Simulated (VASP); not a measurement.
# Cs2SnI6 (Fm-3m) in VASP: settings compared, part 2 of 2

VASP 6.6.1. The steps go on from the part before.

## 3. Single point, HSE06

This run uses another cell than the first one, of 46.11 Å³/atom.

POSCAR

```
Cs2SnI6
1.0
    0.0000000000      5.9202858153      5.9202858153
    5.9202858153      0.0000000000      5.9202858153
    5.9202858153      5.9202858153      0.0000000000
Cs Sn I
2 1 6
Direct
    0.2500000000      0.2500000000      0.2500000000
    0.7500000000      0.7500000000      0.7500000000
    0.0000000000      0.0000000000      0.0000000000
    0.7563553592      0.2436446408      0.2436446408
    0.2436446408      0.7563553592      0.2436446408
    0.2436446408      0.7563553592      0.7563553592
    0.7563553592      0.2436446408      0.7563553592
    0.2436446408      0.2436446408      0.7563553592
    0.7563553592      0.7563553592      0.2436446408
```

INCAR.step1

```
SYSTEM = Cs2SnI6
ALGO = Normal
EDIFF = 1E-5
ENCUT = 400
GGA = PE
GGA_COMPAT = .FALSE.
ISIF = 2
ISMEAR = 0
LASPH = .TRUE.
LCHARG = .FALSE.
LREAL = .FALSE.
LWAVE = .TRUE.
NBANDS = 47
NELM = 120
PREC = Accurate
SIGMA = 0.01
```

INCAR.step2

```
SYSTEM = Cs2SnI6
ALGO = Normal
EDIFF = 1E-6
ENCUT = 400
GGA = PE
GGA_COMPAT = .FALSE.
HFSCREEN = 0.2079
ISIF = 2
ISMEAR = 0
ISTART = 1
LASPH = .TRUE.
LCHARG = .FALSE.
LHFCALC = .TRUE.
LREAL = .FALSE.
LWAVE = .FALSE.
NBANDS = 47
NELM = 120
PREC = Accurate
PRECFOCK = Fast
SIGMA = 0.01
```

KPOINTS

```
k-points
0
G
  2 2 2
  0 0 0
```

Potentials or basis: VASP PAW PBE potentials, release 64 (Cs_sv, Sn_d, I).

Launch:

```console
cat potpaw_PBE.64/Cs_sv/POTCAR potpaw_PBE.64/Sn_d/POTCAR potpaw_PBE.64/I/POTCAR > POTCAR
cp INCAR.step1 INCAR
mpirun -np 1 vasp_std > vasp.out
cp INCAR.step2 INCAR
mpirun -np 1 vasp_std > vasp.out
```

OUTCAR:

```text
SYSTEM = Cs2SnI6
   EDIFF = 1E-6
   ENCUT = 400
   GGA = PE
   HFSCREEN = 0.2079
   ISIF = 2
   ISMEAR = 0
   ISTART = 1
   LASPH = .TRUE.
   LHFCALC = .TRUE.
   LREAL = .FALSE.
   NELM = 120
   PREC = Accurate
   PRECFOCK = Fast

 ion  position               nearest neighbor table
   1  0.250  0.250  0.250-
   2  0.750  0.750  0.750-
   3  0.000  0.000  0.000-   4 2.88   5 2.88   6 2.88   7 2.88   8 2.88   9 2.88
   4  0.756  0.244  0.244-   3 2.88
   5  0.244  0.756  0.244-   3 2.88
   6  0.244  0.756  0.756-   3 2.88
   7  0.756  0.244  0.756-   3 2.88
   8  0.244  0.244  0.756-   3 2.88
   9  0.756  0.756  0.244-   3 2.88

  LATTYP: Found a face centered cubic cell.
 ALAT       =    11.8405716306

  Lattice vectors:

 A1 = (   0.0000000000,   5.9202858153,   5.9202858153)
 A2 = (   5.9202858153,   0.0000000000,   5.9202858153)
 A3 = (   5.9202858153,   5.9202858153,   0.0000000000)

[... 178 lines left out ...]
 cond. band min:       1.7570521895   @ k =   0.0000   0.0000   0.0000
 fundamental gap:      0.9709848595
 Fermi energy:         0.8920037796

 k-point     1 :       0.0000    0.0000    0.0000
  band No.  band energies     occupation
      1     -22.5830      2.00000
      2     -22.5830      2.00000
      3     -22.5201      2.00000
      4     -22.5201      2.00000
      5     -22.5201      2.00000
      6     -21.1088      2.00000
[... 139 lines left out ...]
     46       7.9036      0.00000
     47       8.1066      0.00000

------------------------ aborting loop because EDIFF is reached ----------------------------------------

  FORCE on cell =-STRESS in cart. coord.  units (eV):
  Direction    XX          YY          ZZ          XY          YZ          ZX
  --------------------------------------------------------------------------------------
  -------------------------------------------------------------------------------------
  Total        0.1873566      0.1873566      0.1873566      0.0000000     -0.0000000     -0.0000000
  in kB        0.7233053      0.7233053      0.7233053      0.0000000     -0.0000000     -0.0000000
  external PRESSURE =       0.7233053 kB  Pullay stress =       0.0000000 kB

 VOLUME and BASIS-vectors are now :
 -----------------------------------------------------------------------------
  energy-cutoff  :      400.00
  volume of cell :      415.01
      direct lattice vectors                 reciprocal lattice vectors
     0.000000000  5.920285815  5.920285815    -0.084455382  0.084455382  0.084455382
     5.920285815  0.000000000  5.920285815     0.084455382 -0.084455382  0.084455382
     5.920285815  5.920285815  0.000000000     0.084455382  0.084455382 -0.084455382

 POSITION                                       TOTAL-FORCE (eV/Angst)
 -----------------------------------------------------------------------------------
      2.96014      2.96014      2.96014        -0.000000     -0.000000      0.000000
      8.88043      8.88043      8.88043        -0.000000     -0.000000      0.000000
      0.00000      0.00000      0.00000        -0.000000     -0.000000      0.000000
      2.88489      5.92029      5.92029        -0.213979     -0.000000      0.000000
      5.92029      2.88489      5.92029        -0.000000     -0.213979      0.000000
      8.95568      5.92029      5.92029         0.213979     -0.000000      0.000000
      5.92029      8.95568      5.92029        -0.000000      0.213979      0.000000
      5.92029      5.92029      2.88489        -0.000000     -0.000000     -0.213979
      5.92029      5.92029      8.95568        -0.000000     -0.000000      0.213979
 -----------------------------------------------------------------------------------
    total drift:                               -0.000008     -0.000005      0.000005

  FREE ENERGIE OF THE ION-ELECTRON SYSTEM (eV)
  ---------------------------------------------------
  free  energy   TOTEN  =       -27.6792597105 eV

  energy  without entropy=      -27.6792597105  energy(sigma->0) =      -27.67925971
```

OUTCAR.step1:

```text
SYSTEM = Cs2SnI6
   EDIFF = 1E-5
   ENCUT = 400
   GGA = PE
   ISIF = 2
   ISMEAR = 0
   LASPH = .TRUE.
   LREAL = .FALSE.
[... 374 lines left out ...]
      5.92029      8.95568      5.92029        -0.000000     -0.048563      0.000000
      5.92029      5.92029      2.88489        -0.000000     -0.000000      0.048563
      5.92029      5.92029      8.95568        -0.000000     -0.000000     -0.048563
 -----------------------------------------------------------------------------------
    total drift:                               -0.000000     -0.000000     -0.000000

  FREE ENERGIE OF THE ION-ELECTRON SYSTEM (eV)
  ---------------------------------------------------
  free  energy   TOTEN  =       -22.8015204907 eV

  energy  without entropy=      -22.8015204907  energy(sigma->0) =      -22.80152049
```

OSZICAR.step1:

```text
N       E                     dE             d eps       ncg     rms          rms(c)
DAV:   1     0.520570475617E+03    0.52057E+03   -0.25281E+04   282   0.111E+03
DAV:   2     0.360878495443E+02   -0.48448E+03   -0.47082E+03   360   0.240E+02
DAV:   3    -0.212024303090E+02   -0.57290E+02   -0.57084E+02   325   0.100E+02
DAV:   4    -0.232752594305E+02   -0.20728E+01   -0.20693E+01   364   0.242E+01
DAV:   5    -0.233475442518E+02   -0.72285E-01   -0.72270E-01   382   0.412E+00    0.690E+00
DAV:   6    -0.228573355271E+02    0.49021E+00   -0.69475E-01   373   0.509E+00    0.485E+00
DAV:   7    -0.227959014323E+02    0.61434E-01   -0.50411E-01   381   0.262E+00    0.138E+00
DAV:   8    -0.227979934588E+02   -0.20920E-02   -0.37812E-02   373   0.110E+00    0.657E-01
DAV:   9    -0.228011435306E+02   -0.31501E-02   -0.60630E-03   328   0.344E-01    0.120E-01
DAV:  10    -0.228012380135E+02   -0.94483E-04   -0.35483E-04   324   0.757E-02    0.529E-02
DAV:  11    -0.228015034776E+02   -0.26546E-03   -0.31115E-04   312   0.764E-02    0.143E-02
DAV:  12    -0.228015163946E+02   -0.12917E-04   -0.21993E-05   254   0.194E-02    0.127E-02
DAV:  13    -0.228015204907E+02   -0.40961E-05   -0.70450E-06   216   0.991E-03
   1 F= -.22801520E+02 E0= -.22801520E+02  d E =-.157539E-20
```

It took 8.1 min on 1 thread of Intel Xeon 6975P-C (Granite Rapids), shared host; peak memory 0.59 GiB.

What came out:

| Quantity | Value |
| --- | --- |
| Free energy | -27.6793 eV |
| Pressure | 0.1 GPa |
| Largest force | 0.214 eV/Å |
| Band gap on the k mesh | 0.97 eV |

Forces on the atoms (eV/Å):
```
Cs   0.000  0.000  0.000
Cs   0.000  0.000  0.000
Sn   0.000  0.000  0.000
I   -0.214  0.000  0.000
I    0.000 -0.214  0.000
I    0.214  0.000  0.000
I    0.000  0.214  0.000
I    0.000  0.000 -0.214
I    0.000  0.000  0.214
```

Caveat: the k points lie up to 0.46 Å⁻¹ apart; the PAW data sets were made with another functional, which shifts forces and pressure a little; spin-orbit coupling is left out, which moves the levels of the heavy elements.
